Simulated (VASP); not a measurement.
# Ca (Fm-3m) in VASP: a series of runs

The runs below take Ca through single point, relaxation of volume and atoms at fixed shape, with LDA.

All numbers are computed with VASP 6.6.1; they aren't measurements. Logs are shortened: lines on timing, memory, paths and dates and some standing lists are left out, and cuts for length are marked.

### Step 1. The cell of the first run

It takes space group Fm-3m (No. 225, cubic). The conventional cell has a = 5.344 Å, b = 5.344 Å, c = 5.344 Å, α = 90.00°, β = 90.00°, γ = 90.00°. Within 5.0 Å of Ca (site symmetry m-3m) lie 12 Ca at 3.78 Å.

### Step 2. Single point, LDA

File INCAR:

```
SYSTEM = Ca
ALGO = Normal
EDIFF = 1E-6
ENCUT = 520
GGA = CA
ISIF = 2
ISMEAR = 0
LASPH = .TRUE.
LCHARG = .FALSE.
LREAL = .FALSE.
LWAVE = .FALSE.
NBANDS = 11
NELM = 100
PREC = Accurate
SIGMA = 0.1
```

File KPOINTS:

```
k-points
0
G
  7 7 7
  0 0 0
```

File POSCAR:

```
Ca
1.0
    0.0000000000      2.6721953358      2.6721953358
    2.6721953358      0.0000000000      2.6721953358
    2.6721953358      2.6721953358      0.0000000000
Ca
1
Direct
    0.0000000000      0.0000000000      0.0000000000
```

Potentials or basis: VASP PAW LDA potentials, release 64 (Ca_sv).

On the command line:

```console
cat potpaw_LDA.64/Ca_sv/POTCAR > POTCAR
mpirun -np 1 vasp_std > vasp.out
```

OUTCAR:

```text
SYSTEM = Ca
   EDIFF = 1E-6
   ENCUT = 520
   GGA = CA
   ISIF = 2
   ISMEAR = 0
   LASPH = .TRUE.
   LREAL = .FALSE.
   NELM = 100
   PREC = Accurate

 ion  position               nearest neighbor table
   1  0.000  0.000  0.000-

  LATTYP: Found a face centered cubic cell.
 ALAT       =     5.3443906716

  Lattice vectors:

 A1 = (   0.0000000000,   2.6721953358,   2.6721953358)
 A2 = (   2.6721953358,   0.0000000000,   2.6721953358)
 A3 = (   2.6721953358,   2.6721953358,   0.0000000000)

Analysis of symmetry for initial positions (statically):
=====================================================================
 Subroutine PRICEL returns:
 Original cell was already a primitive cell.

 Routine SETGRP: Setting up the symmetry group for a
 face centered cubic supercell.

 Subroutine GETGRP returns: Found 48 space group operations
 (whereof 48 operations were pure point group operations)
 out of a pool of 48 trial point group operations.

The static configuration has the point symmetry O_h .

Analysis of symmetry for dynamics (positions and initial velocities):
=====================================================================
 Subroutine PRICEL returns:
 Original cell was already a primitive cell.

 Routine SETGRP: Setting up the symmetry group for a
 face centered cubic supercell.

 Subroutine GETGRP returns: Found 48 space group operations
 (whereof 48 operations were pure point group operations)
 out of a pool of 48 trial point group operations.

The dynamic configuration has the point symmetry O_h .

 Subroutine INISYM returns: Found 48 space group operations
 (whereof 48 operations are pure point group operations),
 and found     1 'primitive' translations

----------------------------------------------------------------------------------------

                                     Primitive cell

  volume of cell :      38.1623

  direct lattice vectors                    reciprocal lattice vectors
     0.000000000  2.672195336  2.672195336    -0.187112070  0.187112070  0.187112070
     2.672195336  0.000000000  2.672195336     0.187112070 -0.187112070  0.187112070
     2.672195336  2.672195336  0.000000000     0.187112070  0.187112070 -0.187112070

  length of vectors
     3.779054885  3.779054885  3.779054885     0.324087611  0.324087611  0.324087611

  position of ions in fractional coordinates (direct lattice)
     0.000000000  0.000000000  0.000000000

[... 74 lines left out ...]
   IBRION =     -1    ionic relax: 0-MD 1-quasi-New 2-CG
   NFREE  =      0    steps in history (QN), initial steepest desc. (CG)
   ISIF   =      2    stress and relaxation
   ISYM   =      2    0-nonsym 1-usesym 2-fastsym
   POTIM  = 0.5000    time-step for ionic-motion
   TEBEG  =    0.0;   TEEND  =   0.0 temperature during run
   PSTRESS=    0.0 pullay stress
   NELECT =      10.0000    total number of electrons
   NUPDOWN=      -1.0000    fix difference up-down
   EMIN   =  10.00;   EMAX   =-10.00  energy-range for DOS
   EFERMI =   0.00;   METHOD = LEGACY
   ISMEAR =     0;   SIGMA  =   0.10  broadening in eV -4-tet -1-fermi 0-gaus
   EFERMI_NEDOS =   21; number of points for ismear=-14 and -15
   IALGO  =     38    algorithm
   IMIX   =      4    mixing-type and parameters
     AMIX     =   0.40;   BMIX     =  1.00
     AMIX_MAG =   1.60;   BMIX_MAG =  1.00
  volume/ion in A,a.u.               =      38.16       257.53
  Fermi-wavevector in a.u.,A,eV,Ry     =   1.047603  1.979682 14.932007  1.097472
  Thomas-Fermi vector in A             =   2.182490
   LORBIT       =      0    0 simple, 1 ext, 2 COOP (PROOUT), +10 PAW based schemes
   GGA     = CA    functional components
   LHFCALC =     F    Hartree Fock is set to
   AEXX    =    0.0000 exact exchange contribution
   IVDW    =     0    specifies the selected vdW correction
   LEPSILON=     F    determine dielectric tensor
   LRPA    =     F    only Hartree local field effects (RPA)
 non-spin polarized calculation
 Gauss-broadening in eV      SIGMA  =   0.10
  energy-cutoff  :      520.00
  volume of cell :       38.16
 maximum number of plane-waves:      1040
   NGX = 13   NGY = 13   NGZ = 13

 number of electron      10.0000003 magnetization

 Free energy of the ion-electron system (eV)
  ---------------------------------------------------
  ext. energy  EPLUGINS =         0.00000000
  ---------------------------------------------------
  free energy    TOTEN  =        -2.21089827 eV

  energy without entropy =       -2.20120640  energy(sigma->0) =       -2.20605233

 E-fermi :   2.2298     XC(G=0):  -8.2966

 val. band max:        2.0338106271   @ k =  -0.4286   0.2857   0.0000
 cond. band min:       2.2312163800   @ k =  -0.4286   0.1429   0.0000
 fundamental gap:      0.1974057529
 Fermi energy:         2.2297531647

 k-point     1 :       0.0000    0.0000    0.0000
  band No.  band energies     occupation
      1     -39.1521      2.00000
      2     -20.3426      2.00000
      3     -20.3426      2.00000
      4     -20.3426      2.00000
      5      -2.0030      2.00000
      6       4.5307      0.00000
      7       4.5307      0.00000
      8       4.5307      0.00000
      9       5.7314      0.00000
     10       5.7314      0.00000
     11      11.8399      0.00000
[... 253 lines left out ...]
 k-point    20 :      -0.2857    0.4286    0.1429
  band No.  band energies     occupation
      1     -39.1217      2.00000
      2     -20.4863      2.00000
      3     -20.4737      2.00000
      4     -20.4094      2.00000
      5       2.2469      0.80805
      6       2.7055      0.00000
      7       2.9949      0.00000
      8       5.0976      0.00000
      9       6.4935      0.00000
     10       7.2482      0.00000
     11       7.9348      0.00000

------------------------ aborting loop because EDIFF is reached ----------------------------------------

  FORCE on cell =-STRESS in cart. coord.  units (eV):
  Direction    XX          YY          ZZ          XY          YZ          ZX
  --------------------------------------------------------------------------------------
  -------------------------------------------------------------------------------------
  Total       -0.0053781     -0.0053781     -0.0053781      0.0000000      0.0000000     -0.0000000
  in kB       -0.2257892     -0.2257892     -0.2257892      0.0000000      0.0000000     -0.0000000
  external PRESSURE =      -0.2257892 kB  Pullay stress =       0.0000000 kB

 VOLUME and BASIS-vectors are now :
 -----------------------------------------------------------------------------
  energy-cutoff  :      520.00
  volume of cell :       38.16
      direct lattice vectors                 reciprocal lattice vectors
     0.000000000  2.672195336  2.672195336    -0.187112070  0.187112070  0.187112070
     2.672195336  0.000000000  2.672195336     0.187112070 -0.187112070  0.187112070
     2.672195336  2.672195336  0.000000000     0.187112070  0.187112070 -0.187112070

 POSITION                                       TOTAL-FORCE (eV/Angst)
 -----------------------------------------------------------------------------------
      0.00000      0.00000      0.00000         0.000000      0.000000      0.000000
 -----------------------------------------------------------------------------------
    total drift:                               -0.000000     -0.000000     -0.000000

  FREE ENERGIE OF THE ION-ELECTRON SYSTEM (eV)
  ---------------------------------------------------
  free  energy   TOTEN  =        -2.2108982658 eV

  energy  without entropy=       -2.2012063995  energy(sigma->0) =       -2.20605233
```

stdout:

```text
POSCAR found type information on POSCAR Ca
 POSCAR found :  1 types and       1 ions
 scaLAPACK will be used
 LDA part: xc-table for (Slater(with rela. corr.)+CA(PZ))
 , standard interpolation
 POSCAR, INCAR and KPOINTS ok, starting setup
 FFT: planning ... GRIDC
 FFT: planning ... GRID_SOFT
 FFT: planning ... GRID
 WAVECAR not read
 entering main loop
```

Run time: 6.2 s. Hardware: 1 thread of Intel Xeon Platinum 8259CL at 2.50GHz (Skylake/Cascade Lake), shared host; peak memory 0.14 GiB.

Results:

```yaml
Free_energy: -2.2109 eV
Pressure: 0.0 GPa
Band_gap_on_the_k_mesh: zero (band 5 reaches 2.25 eV, above the bottom of band 6 at 2.23 eV)
```

### Step 3. Relaxation of volume and atoms at fixed shape, LDA

This run uses another cell than the first one, of 43.63 Å³/atom, 1.143 times its volume.

File INCAR:

```
SYSTEM = Ca
PREC = Accurate
ENCUT = 600
EDIFF = 1E-6
ISMEAR = 0
SIGMA = 0.1
LREAL = .FALSE.
LASPH = .TRUE.
NELM = 60
ALGO = Normal
ISIF = 8
LWAVE = .FALSE.
LCHARG = .FALSE.
GGA = CA
IBRION = 2
NSW = 80
EDIFFG = -0.01
```

File KPOINTS:

```
regular mesh
0
G
  7 7 7
  0 0 0
```

File POSCAR:

```
Ca
1.0
    0.0000000000      2.7942000000      2.7942000000
    2.7942000000      0.0000000000      2.7942000000
    2.7942000000      2.7942000000      0.0000000000
Ca
1
Direct
    0.0000000000      0.0000000000      0.0000000000
```

Potentials or basis: VASP PAW LDA potentials, release 64 (Ca_sv).

On the command line:

```console
cat potpaw_LDA.64/Ca_sv/POTCAR > POTCAR
mpirun -np 1 vasp_std > vasp.out
```

Wall time 18 s (1 thread of Intel Xeon Platinum 8259CL at 2.50GHz (Skylake/Cascade Lake), shared host); peak memory 0.17 GiB.

The run converged. Its results:

```yaml
Free_energy: -2.2113 eV
Relaxed_volume: 38.19 Å³/atom
Relaxed_cell: a = 3.780 Å, b = 3.780 Å, c = 3.780 Å, α = 60.00°, β = 60.00°, γ = 60.00°
Space_group_after_relaxing_to_0.05_Å: Fm-3m (No. 225)
Energy_gained_by_relaxing: 38.0 meV/atom
Ionic_steps: 4
Pressure_after_relaxing: 0.0 GPa
Band_gap_on_the_k_mesh: zero (band 5 reaches 2.24 eV, above the bottom of band 6 at 2.23 eV)
```

The path:
```csv
step,energy change (eV),largest force (eV/Å),pressure (GPa),volume (Å³)
1,0.0000,0.0000,-2.08,43.63
2,-0.0325,0.0000,-0.88,40.16
3,-0.0380,0.0000,-0.05,38.30
4,-0.0380,0.0000,0.00,38.19
```

Final structure:
```
CELL_PARAMETERS angstrom
0.00000 2.67290 2.67290
2.67290 0.00000 2.67290
2.67290 2.67290 0.00000
ATOMIC_POSITIONS crystal
Ca 0.00000 0.00000 0.00000
```

Levels at points of the mesh, in eV from the Fermi level:
```
           k point  band 1  band 2  band 3  band 4  band 5  band 6  band 7  band 8  band 9
(0.00, 0.00, 0.00)  -41.38  -22.57  -22.57  -22.57   -4.23    2.30    2.30    2.30    3.50
```

Caveat: the volume moved by -12 % from the deposited cell, more than functionals usually miss.
